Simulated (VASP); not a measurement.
A run of VASP 6.6.1 is set up as follows.

INCAR

```
SYSTEM = Fe
PREC = Accurate
ENCUT = 600
EDIFF = 1E-6
ISMEAR = 0
SIGMA = 0.1
LREAL = .False.
LASPH = .True.
NELM = 120
ALGO = Normal
ISIF = 2
LWAVE = .False.
LCHARG = .True.
GGA = PE
LELF = .True.
LVHAR = .True.
NBANDS = 10
GGA_COMPAT = .False.
```

The input KPOINTS:

```
regular mesh
0
Gamma
  7 7 7
  0 0 0
```

File POSCAR:

```
Fe
1.0
   -1.4333000000      1.4333000000      1.4333000000
    1.4333000000     -1.4333000000      1.4333000000
    1.4333000000      1.4333000000     -1.4333000000
Fe
1
Direct
    0.0000000000      0.0000000000      0.0000000000
```

Potentials or basis: VASP PAW PBE potentials, release 64 (Fe).

The run is started by

```console
$ cat potpaw_PBE.64/Fe/POTCAR > POTCAR
$ mpirun -np 1 vasp_std > vasp.out
```

(1) What does it give for the pressure?

(2) Estimate the band gap on the k mesh.

Answers

(1) -23.9 GPa.

(2) zero (band 4 reaches 6.08 eV, above the bottom of band 5 at 4.72 eV).

Caveat: the k points lie up to 0.44 Å⁻¹ apart; the run has no spin polarisation, though such a crystal can be magnetic.
